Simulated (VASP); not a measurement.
HfO2, 12 atoms in the cell. Symmetry: Pca2_1, No. 29, orthorhombic system. The conventional cell has a = 5.247 Å, b = 5.030 Å, c = 4.908 Å, α = 90.00°, β = 90.00°, γ = 90.00°. Within 2.7 Å of Hf (site symmetry 1) lie 7 O at 2.02 to 2.21 Å. O (site symmetry 1) has 3 Hf at 2.02 to 2.13 Å and 9 O at 2.52 to 2.90 Å within 2.9 Å. Within 2.9 Å of O (site symmetry 1) lie 4 Hf at 2.10 to 2.21 Å and 7 O at 2.46 to 2.86 Å.  This cell differs from its parent crystal: uniaxial z strain -3.0%.

| Quantity | Value |
| --- | --- |
| Program | VASP 6.6.1 |
| Task | single point |
| Functional | r2SCAN |
| Potentials or basis | VASP PAW PBE potentials, release 64 (Hf_pv, O) |
| Cutoff | 520 eV |
| k mesh | 6 × 6 × 6 |
| Occupations | gaussian, width 0.01 eV |
| Spin | no spin polarisation |
| Dipole correction | no |
| Further INCAR settings | ALGO = Normal; EDIFF = 1e-07; NBANDS = 56 |

Potentials or basis: VASP PAW PBE potentials, release 64 (Hf_pv, O).

Command:

```sh
$ cat potpaw_PBE.64/Hf_pv/POTCAR potpaw_PBE.64/O/POTCAR > POTCAR
$ cp INCAR.step1 INCAR
$ mpirun -np 1 vasp_std > vasp.out
$ cp INCAR.step2 INCAR
$ mpirun -np 1 vasp_std > vasp.out
```

Hardware: 1 thread of Intel(R) Xeon(R) 6975P-C (Granite Rapids), on a shared host.

Question: Estimate the wall time of this run.

Answer: Wall time 16 min on 1 thread of Intel(R) Xeon(R) 6975P-C (Granite Rapids) (shared host), peak memory 0.48 GiB. Counts: k points 64.
